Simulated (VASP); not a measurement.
# Zn5In6O14 in VASP: single point with PBE

Aim: the single point of Zn5In6O14 with PBE.

All numbers are computed with VASP 6.6.1; they aren't measurements. Logs are shortened: lines on timing, memory, paths and dates and some standing lists are left out, and cuts for length are marked.

### 1 The cell of the first run

The cell holds a disordered packing, 25 atoms: a = 7.045 Å, b = 6.930 Å, c = 6.796 Å, α = 90.74°, β = 91.38°, γ = 91.87°.

### 2 Single point, PBE

INCAR reads:

```
SYSTEM = Zn5In6O14
PREC = Accurate
ENCUT = 520
EDIFF = 1E-7
ISMEAR = -1
SIGMA = 0.1861
LREAL = Auto
LASPH = .TRUE.
NELM = 80
ALGO = Normal
ISIF = 2
LWAVE = .FALSE.
LCHARG = .FALSE.
GGA = PE
NBANDS = 129
```

KPOINTS reads:

```
regular mesh
0
G
  3 3 3
  0 0 0
```

POSCAR reads:

```
Zn5In6O14
1.0
    7.0438800000     -0.1145760000     -0.0836140000
   -0.1145760000      6.9289560000     -0.0449660000
   -0.0836140000     -0.0449660000      6.7952250000
In O Zn
6 14 5
Direct
    0.2256138462      0.2731333394      0.8851330553
    0.0360412192      0.1700094607      0.3570036061
    0.2142803639      0.8469544538      0.7834194314
    0.8594389215      0.5044006898      0.6853003754
    0.4148091222      0.4731084720      0.4624206852
    0.6444678620      0.9331514119      0.6064861810
    0.8282908123      0.2348604101      0.6570809783
    0.0692294002      0.0564498273      0.0143930600
    0.5809782719      0.6848171311      0.2174644940
    0.4819552394      0.9230460199      0.8579914298
    0.3017698369      0.5733184276      0.8373159376
    0.7977034190      0.4323848825      0.0231844872
    0.9112243026      0.7530605699      0.9007843350
    0.3794781225      0.7615497044      0.2741985046
    0.6062923214      0.6519330527      0.6094226766
    0.9912484609      0.8807256004      0.5473557636
    0.7441485828      0.0049843998      0.2717641400
    0.1111610028      0.4657975597      0.4884749359
    0.3704024705      0.1659796925      0.6095821890
    0.2596112854      0.3224909371      0.1720010496
    0.8087953506      0.0522517339      0.9235901854
    0.5206823386      0.0309824825      0.1542419517
    0.5639883562      0.5190412716      0.0045234646
    0.2102181302      0.6330344231      0.0917200021
    0.8954181248      0.7805900057      0.2411128809
```

Potentials or basis: VASP PAW PBE potentials, release 64 (In_d, O, Zn).

Launch:

```
> cat potpaw_PBE.64/In_d/POTCAR potpaw_PBE.64/O/POTCAR potpaw_PBE.64/Zn/POTCAR > POTCAR
> mpirun -np 1 vasp_std > vasp.out
```

OUTCAR:

```text
SYSTEM = Zn5In6O14
   PREC = Accurate
   ENCUT = 520
   EDIFF = 1E-7
   ISMEAR = -1
   LREAL = Auto
   LASPH = .TRUE.
   NELM = 80
   ISIF = 2
   GGA = PE

 ion  position               nearest neighbor table
   1  0.226  0.273  0.885-  20 1.98   8 2.05  11 2.16  19 2.28  24 2.85  23 2.98   3 3.02  22 3.26
                            21 3.28   4 3.35   5 3.48   2 3.58   2 3.85
   2  0.036  0.170  0.357-  18 2.27  20 2.28  17 2.38  16 2.42   8 2.47   7 2.58  19 2.88  25 2.94
                            21 3.40   5 3.40   4 3.48   1 3.58   6 3.63   1 3.85   3 3.89
   3  0.214  0.847  0.783-  10 1.99  11 2.05  16 2.24  13 2.37   8 2.39  24 2.58  19 2.73   1 3.02
                             6 3.33  21 3.38   4 3.44  22 3.48   5 3.70   2 3.89
   4  0.859  0.504  0.685-   7 1.88  15 2.14  13 2.26  18 2.27  12 2.40  16 2.91  23 3.05   1 3.35
                             6 3.42   3 3.44   5 3.45   2 3.48
   5  0.415  0.473  0.462-  15 2.04  18 2.15  19 2.38  14 2.40  20 2.44   9 2.52  11 2.77  24 3.11
                            23 3.32   2 3.40   4 3.45   1 3.48   6 3.64   3 3.70
   6  0.644  0.933  0.606-  15 1.96  10 2.08   7 2.44  17 2.45  16 2.52  21 2.54  19 2.56  22 3.26
                            25 3.27   3 3.33   4 3.42   2 3.63   5 3.64
   7  0.828  0.235  0.657-   4 1.88  21 2.23   6 2.44   2 2.58
   8  0.069  0.056  0.014-  21 1.92   1 2.05   3 2.39   2 2.47
   9  0.581  0.685  0.217-  14 1.59  23 1.84  25 2.29  22 2.49   5 2.52
  10  0.482  0.923  0.858-   3 1.99   6 2.08  22 2.15  21 2.47
  11  0.302  0.573  0.837-  24 1.91   3 2.05   1 2.16  23 2.19   5 2.77
  12  0.798  0.432  0.023-  23 1.77   4 2.40
  13  0.911  0.753  0.901-  21 2.22   4 2.26  25 2.32   3 2.37
  14  0.379  0.762  0.274-   9 1.59  24 1.89  22 2.26   5 2.40
  15  0.606  0.652  0.609-   6 1.96   5 2.04   4 2.14
  16  0.991  0.881  0.547-   3 2.24  25 2.27   2 2.42   6 2.52   4 2.91
  17  0.744  0.005  0.272-  22 1.76  25 1.93   2 2.38  21 2.44   6 2.45
  18  0.111  0.466  0.488-   5 2.15   2 2.27   4 2.27
  19  0.370  0.166  0.610-   1 2.28   5 2.38   6 2.56   3 2.73   2 2.88
  20  0.260  0.322  0.172-   1 1.98  24 2.26   2 2.28   5 2.44
  21  0.809  0.052  0.924-   8 1.92  13 2.22   7 2.23  17 2.44  10 2.47   6 2.54  22 2.60  25 2.95
                             1 3.28   3 3.38   2 3.40
  22  0.521  0.031  0.154-  17 1.76  10 2.15  14 2.26   9 2.49  21 2.60   1 3.26   6 3.26   3 3.48

  23  0.564  0.519  0.005-  12 1.77   9 1.84  11 2.19  24 2.72   1 2.98   4 3.05   5 3.32
  24  0.210  0.633  0.092-  14 1.89  11 1.91  20 2.26   3 2.58  25 2.69  23 2.72   1 2.85   5 3.11

  25  0.895  0.781  0.241-  17 1.93  16 2.27   9 2.29  13 2.32  24 2.69   2 2.94  21 2.95   6 3.27

  LATTYP: Found a triclinic cell.
 ALAT       =     7.0453079716
 B/A-ratio  =     1.4254487126
 C/A-ratio  =     0.9645977435
 COS(alpha) =     0.0079773717
 COS(beta)  =     0.0240604000
 COS(gamma) =     0.7241073274

  Lattice vectors:

 A1 = (   7.0438800000,  -0.1145760000,  -0.0836140000)
 A2 = (   7.1584560000,  -7.0435320000,  -0.0386480000)
[... 176 lines left out ...]
   EMIN   =  10.00;   EMAX   =-10.00  energy-range for DOS
   EFERMI =   0.00;   METHOD = LEGACY
   ISMEAR =    -1;   SIGMA  =   0.19  broadening in eV -4-tet -1-fermi 0-gaus
   EFERMI_NEDOS =   21; number of points for ismear=-14 and -15
   IALGO  =     38    algorithm
   IMIX   =      4    mixing-type and parameters
     AMIX     =   0.40;   BMIX     =  1.00
     AMIX_MAG =   1.60;   BMIX_MAG =  1.00
  volume/ion in A,a.u.               =      13.26        89.48
  Fermi-wavevector in a.u.,A,eV,Ry     =   1.432291  2.706638 27.911781  2.051458
  Thomas-Fermi vector in A             =   2.551935
   LORBIT       =      0    0 simple, 1 ext, 2 COOP (PROOUT), +10 PAW based schemes
   GGA     = PE    functional components
   LHFCALC =     F    Hartree Fock is set to
   AEXX    =    0.0000 exact exchange contribution
   IVDW    =     0    specifies the selected vdW correction
   LEPSILON=     F    determine dielectric tensor
   LRPA    =     F    only Hartree local field effects (RPA)
 non-spin polarized calculation
  energy-cutoff  :      520.00
  volume of cell :      331.50
 maximum number of plane-waves:      8948
 NGX is ok and might be reduce to    54
   NGX = 27   NGY = 25   NGZ = 25

 number of electron     222.0000030 magnetization

 Free energy of the ion-electron system (eV)
  ---------------------------------------------------
  ext. energy  EPLUGINS =         0.00000000
  ---------------------------------------------------
  free energy    TOTEN  =      -108.37836820 eV

  energy without entropy =     -108.06038353  energy(sigma->0) =     -108.21937587

 E-fermi :   5.3754     XC(G=0): -10.8163

 val. band max:        5.3274489070   @ k =  -0.3333  -0.3333   0.3333
 cond. band min:       5.3817810596   @ k =   0.3333   0.3333   0.3333
 fundamental gap:      0.0543321526
 Fermi energy:         5.3753567931

 k-point     1 :       0.0000    0.0000    0.0000
  band No.  band energies     occupation
      1     -16.7765      2.00000
      2     -14.8681      2.00000
      3     -14.3421      2.00000
      4     -14.2681      2.00000
      5     -14.0360      2.00000
      6     -13.9303      2.00000
[... 1753 lines left out ...]
    122       8.7489      0.00000
    123       9.2837      0.00000
 [bands above 123 left out]

------------------------ aborting loop because EDIFF is reached ----------------------------------------

  FORCE on cell =-STRESS in cart. coord.  units (eV):
  Direction    XX          YY          ZZ          XY          YZ          ZX
  --------------------------------------------------------------------------------------
  -------------------------------------------------------------------------------------
  Total        8.4075456     22.8319729      9.0623396      3.4427624      5.6692979      6.1658781
  in kB       40.6346283    110.3495334     43.7993228     16.6392641     27.4003646     29.8003934
  external PRESSURE =      64.9278281 kB  Pullay stress =       0.0000000 kB

 VOLUME and BASIS-vectors are now :
 -----------------------------------------------------------------------------
  energy-cutoff  :      520.00
  volume of cell :      331.50
      direct lattice vectors                 reciprocal lattice vectors
     7.043880000 -0.114576000 -0.083614000     0.142026529  0.002359968  0.001763227
    -0.114576000  6.928956000 -0.044966000     0.002359968  0.144367298  0.000984360
    -0.083614000 -0.044966000  6.795225000     0.001763227  0.000984360  0.147190372

 POSITION                                       TOTAL-FORCE (eV/Angst)
 -----------------------------------------------------------------------------------
      1.48389      1.82688      5.98353         0.347837     -0.710233     -3.419112
      0.20454      1.15781      2.41526         0.057862      0.350918      1.083986
      1.34682      5.80873      5.26751        -3.770194      1.677644     -2.335556
      5.93869      3.36568      4.56223         1.009616      4.028879      1.398730
      2.82899      3.20983      3.08629        -1.441954     -1.476894      0.062000
      4.38193      6.36465      4.02536         0.919937      3.106257     -2.019870
[... 17 lines left out ...]
      1.40055      4.35806      0.57722        -2.160690     -0.688177      1.841487
      6.19762      5.29524      1.52845         0.493950     -1.343201     -0.362682
 -----------------------------------------------------------------------------------
    total drift:                               -0.005539      0.016008      0.008965

  FREE ENERGIE OF THE ION-ELECTRON SYSTEM (eV)
  ---------------------------------------------------
  free  energy   TOTEN  =      -108.3783681970 eV

  energy  without entropy=     -108.0603835338  energy(sigma->0) =     -108.21937587
```

OSZICAR:

```text
N       E                     dE             d eps       ncg     rms          rms(c)
DAV:   1     0.346958842377E+04    0.34696E+04   -0.97581E+04  3620   0.245E+03
DAV:   2     0.763559055610E+03   -0.27060E+04   -0.26103E+04  3612   0.714E+02
DAV:   3    -0.880973874627E+01   -0.77237E+03   -0.71857E+03  3817   0.310E+02
[... 13 lines left out ...]
DAV:  17    -0.108378369773E+03   -0.11741E-04   -0.13107E-04  4664   0.641E-02    0.370E-02
DAV:  18    -0.108378369716E+03    0.57436E-07   -0.16677E-05  5152   0.315E-02    0.111E-02
DAV:  19    -0.108378368791E+03    0.92471E-06   -0.64995E-06  4848   0.175E-02    0.603E-03
DAV:  20    -0.108378368296E+03    0.49482E-06   -0.18114E-06  4296   0.100E-02    0.425E-03
DAV:  21    -0.108378368197E+03    0.99273E-07   -0.31313E-07  2824   0.418E-03
   1 F= -.10837837E+03 E0= -.10821938E+03  d E =-.317985E+00
```

stdout:

```text
POSCAR found type information on POSCAR InO Zn
 POSCAR found :  3 types and      25 ions
 scaLAPACK will be used
 LDA part: xc-table for (Slater+PW92), standard interpolation
 POSCAR, INCAR and KPOINTS ok, starting setup
 FFT: planning ... GRIDC
 FFT: planning ... GRID_SOFT
 FFT: planning ... GRID
 WAVECAR not read
 entering main loop
```

Wall time 19 min (1 thread of Intel Xeon 6975P-C (Granite Rapids), shared host); peak memory 0.6 GiB.

Results:

| Property | Result |
| --- | --- |
| Free energy | -108.3784 eV |
| Pressure | 6.5 GPa |
| Largest force | 4.907 eV/Å |

Forces in eV/Å, atoms in the order of the input:
```
In   0.348 -0.710 -3.419
In   0.058  0.351  1.084
In  -3.770  1.678 -2.336
In   1.010  4.029  1.399
In  -1.442 -1.477  0.062
In   0.920  3.106 -2.020
O   -0.525 -4.848 -0.542
O    0.303 -0.259  0.414
O   -0.135 -0.702  0.758
O    1.413  1.046  2.954
O    0.936 -1.984  0.404
O    1.301 -2.158 -0.043
O    0.553  0.104  0.049
O    0.027  1.546  0.806
O    0.445 -2.469 -0.013
O    0.429  0.434 -1.275
O    1.963  1.610  1.533
O   -1.093 -0.338  0.029
O   -0.283  1.044 -0.613
O    2.030  1.332  2.430
Zn   0.841  0.916  0.163
Zn  -2.831 -0.106 -1.547
Zn  -0.831 -0.112 -1.756
Zn  -2.161 -0.688  1.841
Zn   0.494 -1.343 -0.363
```

Stress tensor (GPa, compression positive):
```
 4.06  1.66  2.98
 1.66 11.03  2.74
 2.98  2.74  4.38
```

Caveat: the atoms stand as in a frame of molecular dynamics; spin-orbit coupling is left out, which moves the levels of the heavy elements.
